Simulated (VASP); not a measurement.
# Sn (Fd-3m) in VASP: single point with PBEsol

Aim: the single point of Sn with PBEsol.

All numbers are computed with VASP 6.6.1; they aren't measurements. Logs are shortened: lines on timing, memory, paths and dates and some standing lists are left out, and cuts for length are marked.

### Step 1. The cell of the first run

It takes space group Fd-3m (No. 227, cubic). Conventional cell: a = 6.541 Å, b = 6.541 Å, c = 6.541 Å, α = 90.00°, β = 90.00°, γ = 90.00°. Sn (site symmetry -43m) has 4 Sn at 2.83 Å within 3.7 Å.

### Step 2. Single point, PBEsol

INCAR

```
  PREC = Accurate
  ENCUT = 500
  EDIFF = 1E-6
  ISMEAR = 0
  SIGMA = 0.1
  LREAL = F
  LASPH = T
  NELM = 120
  ALGO = Normal
  ISIF = 2
  LWAVE = F
  LCHARG = F
  GGA = PS
  NBANDS = 21
  GGA_COMPAT = F
```

KPOINTS

```
regular mesh
0
Gamma
  12 12 12
```

POSCAR

```
Sn
1.0
    0.0000000000      3.2705270528      3.2705270528
    3.2705270528      0.0000000000      3.2705270528
    3.2705270528      3.2705270528      0.0000000000
Sn
2
Direct
    0.5000000000      0.5000000000      0.5000000000
    0.7500000000      0.7500000000      0.7500000000
```

Potentials or basis: VASP PAW PBE potentials, release 64 (Sn_d).

On the command line:

```sh
$ cat potpaw_PBE.64/Sn_d/POTCAR > POTCAR
$ mpirun -np 1 vasp_std > vasp.out
```

OUTCAR:

```text
PREC = Accurate
   ENCUT = 500
   EDIFF = 1E-6
   ISMEAR = 0
   LREAL = F
   LASPH = T
   NELM = 120
   ISIF = 2
   GGA = PS

 ion  position               nearest neighbor table
   1  0.500  0.500  0.500-   2 2.83   2 2.83   2 2.83   2 2.83
   2  0.750  0.750  0.750-   1 2.83   1 2.83   1 2.83   1 2.83

  LATTYP: Found a face centered cubic cell.
 ALAT       =     6.5410541056

  Lattice vectors:

 A1 = (   0.0000000000,   3.2705270528,   3.2705270528)
 A2 = (   3.2705270528,   0.0000000000,   3.2705270528)
 A3 = (   3.2705270528,   3.2705270528,   0.0000000000)

Analysis of symmetry for initial positions (statically):
=====================================================================
 Subroutine PRICEL returns:
 Original cell was already a primitive cell.

 Routine SETGRP: Setting up the symmetry group for a
 face centered cubic supercell.

 Subroutine GETGRP returns: Found 48 space group operations
 (whereof 24 operations were pure point group operations)
 out of a pool of 48 trial point group operations.

The static configuration has the point symmetry T_d .
 The point group associated with its full space group is O_h .

Analysis of symmetry for dynamics (positions and initial velocities):
=====================================================================
 Subroutine PRICEL returns:
 Original cell was already a primitive cell.

 Routine SETGRP: Setting up the symmetry group for a
 face centered cubic supercell.

 Subroutine GETGRP returns: Found 48 space group operations
 (whereof 24 operations were pure point group operations)
 out of a pool of 48 trial point group operations.

The dynamic configuration has the point symmetry T_d .
 The point group associated with its full space group is O_h .

 Subroutine INISYM returns: Found 48 space group operations
 (whereof 24 operations are pure point group operations),
 and found     1 'primitive' translations

----------------------------------------------------------------------------------------

                                     Primitive cell

  volume of cell :      69.9654

  direct lattice vectors                    reciprocal lattice vectors
     0.000000000  3.270527053  3.270527053    -0.152880558  0.152880558  0.152880558
     3.270527053  0.000000000  3.270527053     0.152880558 -0.152880558  0.152880558
     3.270527053  3.270527053  0.000000000     0.152880558  0.152880558 -0.152880558

  length of vectors
     4.625223714  4.625223714  4.625223714     0.264796894  0.264796894  0.264796894

  position of ions in fractional coordinates (direct lattice)
     0.500000000  0.500000000  0.500000000
     0.750000000  0.750000000  0.750000000

  ion indices of the primitive-cell ions
   primitive index   ion index
                 1           1
                 2           2

----------------------------------------------------------------------------------------

 KPOINTS: regular mesh

Automatic generation of k-mesh.
 Grid dimensions read from file:
 generate k-points for:   12   12   12

 Generating k-lattice:

  Cartesian coordinates                     Fractional coordinates (reciprocal lattice)
    -0.012740046  0.012740046  0.012740046     0.083333333  0.000000000  0.000000000
     0.012740046 -0.012740046  0.012740046     0.000000000  0.083333333  0.000000000
     0.012740046  0.012740046 -0.012740046     0.000000000  0.000000000  0.083333333

  Length of vectors
     0.022066408  0.022066408  0.022066408

  Shift w.r.t. Gamma in fractional coordinates (k-lattice)
     0.000000000  0.000000000  0.000000000

 Subroutine IBZKPT returns following result:
 ===========================================

 Found     72 irreducible k-points:

 Following reciprocal coordinates:
            Coordinates               Weight
  0.000000  0.000000  0.000000      1.000000
  0.083333  0.000000  0.000000      8.000000
  0.166667  0.000000  0.000000      8.000000
  0.250000  0.000000  0.000000      8.000000
  0.333333  0.000000  0.000000      8.000000
  0.416667  0.000000  0.000000      8.000000
[... 16 lines left out ...]
  0.500000  0.166667  0.000000     24.000000
 -0.416667  0.166667  0.000000     24.000000
 [... further k-points ...]
   k-points           NKPTS =     72   k-points in BZ     NKDIM =     72   number of bands    NBANDS=     21
   number of dos      NEDOS =    301   number of ions     NIONS =      2
   total plane-waves  NPLWV =  46656
   dimension x,y,z NGX =    36 NGY =   36 NGZ =   36
   dimension x,y,z NGXF=    72 NGYF=   72 NGZF=   72
   ions per type =               2
   NGX,Y,Z   is equivalent  to a cutoff of  12.94, 12.94, 12.94 a.u.
   NGXF,Y,Z  is equivalent  to a cutoff of  25.88, 25.88, 25.88 a.u.
 SYSTEM =  unknown system
   PREC   = accura    normal or accurate (medium, high low for compatibility)
   ISTART =      0    job   : 0-new  1-cont  2-samecut
   ICHARG =      2    charge: 1-file 2-atom 10-const
   ISPIN  =      1    spin polarized calculation?
   LNONCOLLINEAR =      F non collinear calculations
   LSORBIT =      F    spin-orbit coupling
   LASPH  =      T    aspherical Exc in radial PAW
   ENCUT  =  500.0 eV  36.75 Ry    6.06 a.u.   8.43  8.43  8.43*2*pi/ulx,y,z
   NELM   =    120;   NELMIN=  2; NELMDL= -5     # of ELM steps
   EDIFF  = 0.1E-05   stopping-criterion for ELM
   LREAL  =      F    real-space projection
   EDIFFG = 0.1E-04   stopping-criterion for IOM
   NSW    =      0    number of steps for IOM
   IBRION =     -1    ionic relax: 0-MD 1-quasi-New 2-CG
   NFREE  =      0    steps in history (QN), initial steepest desc. (CG)
   ISIF   =      2    stress and relaxation
   ISYM   =      2    0-nonsym 1-usesym 2-fastsym
   POTIM  = 0.5000    time-step for ionic-motion
   TEBEG  =    0.0;   TEEND  =   0.0 temperature during run
   PSTRESS=    0.0 pullay stress
   NELECT =      28.0000    total number of electrons
   NUPDOWN=      -1.0000    fix difference up-down
   EMIN   =  10.00;   EMAX   =-10.00  energy-range for DOS
   EFERMI =   0.00;   METHOD = LEGACY
   ISMEAR =     0;   SIGMA  =   0.10  broadening in eV -4-tet -1-fermi 0-gaus
   EFERMI_NEDOS =   21; number of points for ismear=-14 and -15
   IALGO  =     38    algorithm
   IMIX   =      4    mixing-type and parameters
     AMIX     =   0.40;   BMIX     =  1.00
     AMIX_MAG =   1.60;   BMIX_MAG =  1.00
  volume/ion in A,a.u.               =      34.98       236.07
  Fermi-wavevector in a.u.,A,eV,Ry     =   1.206423  2.279810 19.802701  1.455457
  Thomas-Fermi vector in A             =   2.342091
   LORBIT       =      0    0 simple, 1 ext, 2 COOP (PROOUT), +10 PAW based schemes
   GGA     = PS    functional components
   LHFCALC =     F    Hartree Fock is set to
   AEXX    =    0.0000 exact exchange contribution
   IVDW    =     0    specifies the selected vdW correction
   LEPSILON=     F    determine dielectric tensor
   LRPA    =     F    only Hartree local field effects (RPA)
 non-spin polarized calculation
 Gauss-broadening in eV      SIGMA  =   0.10
  energy-cutoff  :      500.00
  volume of cell :       69.97
 maximum number of plane-waves:      1807
 NGX is ok and might be reduce to    36
   NGX = 17   NGY = 17   NGZ = 17

 number of electron      27.9999986 magnetization

 Free energy of the ion-electron system (eV)
  ---------------------------------------------------
  ext. energy  EPLUGINS =         0.00000000
  ---------------------------------------------------
  free energy    TOTEN  =        -8.46558965 eV

  energy without entropy =       -8.46434725  energy(sigma->0) =       -8.46496845

 E-fermi :   5.2224     XC(G=0):  -8.9630

 val. band max:        5.1903566351   @ k =   0.0833   0.0000   0.0000
 cond. band min:       5.3056461863   @ k =   0.3333   0.0000   0.0000
 fundamental gap:      0.1152895512
 Fermi energy:         5.2223711078

 k-point     1 :       0.0000    0.0000    0.0000
  band No.  band energies     occupation
      1     -16.3135      2.00000
      2     -16.3135      2.00000
      3     -16.3135      2.00000
      4     -16.2563      2.00000
      5     -16.2563      2.00000
      6     -15.9637      2.00000
[... 13 lines left out ...]
     20      13.1540      0.00000
     21      13.1540      0.00000

 k-point     2 :       0.0833    0.0000    0.0000
  band No.  band energies     occupation
      1     -16.3188      2.00000
      2     -16.3188      2.00000
      3     -16.3119      2.00000
      4     -16.2491      2.00000
      5     -16.2491      2.00000
      6     -15.9772      2.00000
[... 13 lines left out ...]
     20      12.5433      0.00000
     21      12.5433      0.00000

 k-point     3 :       0.1667    0.0000    0.0000
  band No.  band energies     occupation
      1     -16.3287      2.00000
      2     -16.3287      2.00000
      3     -16.3073      2.00000
      4     -16.2341      2.00000
      5     -16.2341      2.00000
      6     -15.9930      2.00000
[... 13 lines left out ...]
     20      12.0971      0.00000
     21      12.0971      0.00000

 k-point     4 :       0.2500    0.0000    0.0000
  band No.  band energies     occupation
      1     -16.3376      2.00000
      2     -16.3376      2.00000
      3     -16.3010      2.00000
      4     -16.2190      2.00000
      5     -16.2190      2.00000
      6     -16.0063      2.00000
[... 13 lines left out ...]
     20      12.0627      0.00000
     21      12.0627      0.00000

 k-point     5 :       0.3333    0.0000    0.0000
  band No.  band energies     occupation
      1     -16.3436      2.00000
      2     -16.3436      2.00000
      3     -16.2945      2.00000
      4     -16.2075      2.00000
      5     -16.2075      2.00000
      6     -16.0154      2.00000
[... 13 lines left out ...]
     20      12.5010      0.00000
     21      12.5010      0.00000
[... 382 lines left out ...]
     20      12.7944      0.00000
     21      13.5046      0.00000

 k-point    22 :       0.4167    0.1667    0.0000
  band No.  band energies     occupation
      1     -16.3634      2.00000
      2     -16.3481      2.00000
      3     -16.2780      2.00000
      4     -16.1942      2.00000
      5     -16.1675      2.00000
      6     -16.0758      2.00000
[... 13 lines left out ...]
     20      13.3620      0.00000
     21      14.0480      0.00000

 k-point    23 :       0.5000    0.1667    0.0000
  band No.  band energies     occupation
      1     -16.3692      2.00000
      2     -16.3527      2.00000
      3     -16.2633      2.00000
      4     -16.1821      2.00000
      5     -16.1714      2.00000
      6     -16.0677      2.00000
[... 13 lines left out ...]
     20      13.7620      0.00000
     21      14.0355      0.00000

 k-point    24 :      -0.4167    0.1667    0.0000
  band No.  band energies     occupation
      1     -16.3699      2.00000
      2     -16.3554      2.00000
      3     -16.2562      2.00000
      4     -16.1830      2.00000
      5     -16.1739      2.00000
      6     -16.0498      2.00000
[... 13 lines left out ...]
     20      13.0000      0.00000
     21      13.1497      0.00000

 [... further k-points ...]
[... 5 lines left out ...]
  --------------------------------------------------------------------------------------
  -------------------------------------------------------------------------------------
  Total       -0.0314641     -0.0314641     -0.0314641      0.0000000      0.0000000     -0.0000000
  in kB       -0.7205146     -0.7205146     -0.7205146      0.0000000      0.0000000     -0.0000000
  external PRESSURE =      -0.7205146 kB  Pullay stress =       0.0000000 kB

 VOLUME and BASIS-vectors are now :
 -----------------------------------------------------------------------------
  energy-cutoff  :      500.00
  volume of cell :       69.97
      direct lattice vectors                 reciprocal lattice vectors
     0.000000000  3.270527053  3.270527053    -0.152880558  0.152880558  0.152880558
     3.270527053  0.000000000  3.270527053     0.152880558 -0.152880558  0.152880558
     3.270527053  3.270527053  0.000000000     0.152880558  0.152880558 -0.152880558

 POSITION                                       TOTAL-FORCE (eV/Angst)
 -----------------------------------------------------------------------------------
      3.27053      3.27053      3.27053        -0.000000      0.000000      0.000000
      4.90579      4.90579      4.90579         0.000000     -0.000000     -0.000000
 -----------------------------------------------------------------------------------
    total drift:                                0.000000      0.000000      0.000000

  FREE ENERGIE OF THE ION-ELECTRON SYSTEM (eV)
  ---------------------------------------------------
  free  energy   TOTEN  =        -8.4655896496 eV

  energy  without entropy=       -8.4643472544  energy(sigma->0) =       -8.46496845
```

Run time: 4.1 min. Hardware: 1 thread of AMD EPYC 7R13, shared host; peak memory 0.21 GiB.

Results:

| Quantity | Value |
| --- | --- |
| Free energy | -8.4656 eV |
| Pressure | -0.1 GPa |
| Band gap on the k mesh | zero (band 14 reaches 5.33 eV, above the bottom of band 15 at 5.13 eV) |

Caveat: the PAW data sets were made with another functional, which shifts forces and pressure a little; spin-orbit coupling is left out, which moves the levels of the heavy elements.
